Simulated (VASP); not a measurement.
Here is a VASP 6.6.1 calculation.

File INCAR:

```
SYSTEM = AlGa2Sb3
ALGO = Normal
EDIFF = 1E-6
EDIFFG = -0.04
ENCUT = 600
GGA = PE
IBRION = 2
ISIF = 3
ISMEAR = 0
LASPH = .True.
LCHARG = .False.
LREAL = .False.
LWAVE = .False.
NELM = 100
NSW = 90
PREC = Accurate
SIGMA = 0.1
```

File KPOINTS:

```
k-points
0
Gamma
  3 3 3
  0 0 0
```

Contents of POSCAR:

```
AlGa2Sb3
1.0
    3.1538482500      1.8208751400      5.1115566400
   -3.1538482500      1.8208751400      5.1115566400
    0.0000000000     -3.6417502800      5.1115566400
Al Ga Sb
1 2 3
Direct
    0.5000000000      0.5000000000      0.5000000000
    0.2401876900      0.2401876900      0.2401876900
    0.7598123100      0.7598123100      0.7598123100
    0.5000000000      0.5000000000      0.0000000000
    0.0000000000      0.5000000000      0.5000000000
    0.5000000000      0.0000000000      0.5000000000
```

Potentials or basis: VASP PAW PBE potentials, release 64 (Al, Ga_d, Sb).

Command:

```console
$ cat potpaw_PBE.64/Al/POTCAR potpaw_PBE.64/Ga_d/POTCAR potpaw_PBE.64/Sb/POTCAR > POTCAR
$ mpirun -np 1 vasp_std > vasp.out
```

(1) Predict the relaxed cell.

(2) What does it give for the band gap on the k mesh?

Results:

(1) a = 6.171 Å, b = 6.171 Å, c = 6.171 Å, α = 58.57°, β = 58.57°, γ = 58.57°.

(2) zero (band 22 reaches 6.28 eV, above the bottom of band 23 at 5.68 eV).

Caveat: the k points lie up to 0.42 Å⁻¹ apart in the final cell; spin-orbit coupling is left out, which moves the levels of the heavy elements.
